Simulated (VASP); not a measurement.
A run of VASP 6.6.1 is set up as follows.

The input INCAR:

```
PREC     = Accurate       # precision mode
ENCUT    = 520            # plane-wave cutoff, eV
EDIFF    = 1E-6           # SCF threshold, eV
ISMEAR   = 0              # smearing method
SIGMA    = 0.1            # smearing width, eV
LREAL    = False          # projectors in reciprocal space
LASPH    = True           # aspherical terms in the spheres
NELM     = 80             # most SCF steps
ALGO     = Normal         # electronic algorithm
ISIF     = 2              # what is computed and relaxed
LWAVE    = False          # write WAVECAR
LCHARG   = False          # write CHGCAR
GGA      = PE             # functional
IVDW     = 12             # dispersion correction
NBANDS   = 12             # bands
```

File KPOINTS:

```
Automatic mesh
0
Gamma
  6 6 6
```

POSCAR

```
Hg
1.0
   -2.0696950000      2.0696950000      1.8022580000
    2.0696950000     -2.0696950000      1.8022580000
    2.0696950000      2.0696950000     -1.8022580000
Hg
1
Direct
    0.0000000000      0.0000000000      0.0000000000
```

Potentials or basis: VASP PAW PBE potentials, release 64 (Hg).

Run with:

```console
$ cat potpaw_PBE.64/Hg/POTCAR > POTCAR
$ mpirun -np 1 vasp_std > vasp.out
```

Task: What does it give for the dispersion energy per atom?

Result: -0.341 eV.

Task: Predict the band gap on the k mesh.

Result: Zero (bands 6 and 7 overlap by 1.72 eV).

Stress tensor (GPa, compression positive):
```
-1.97  0.00  0.00
 0.00 -1.97  0.00
 0.00  0.00 -1.57
```

Caveat: the k points lie up to 0.39 Å⁻¹ apart, too coarse for converged energies and pressures of a metal; spin-orbit coupling is left out, which moves the levels of the heavy elements.
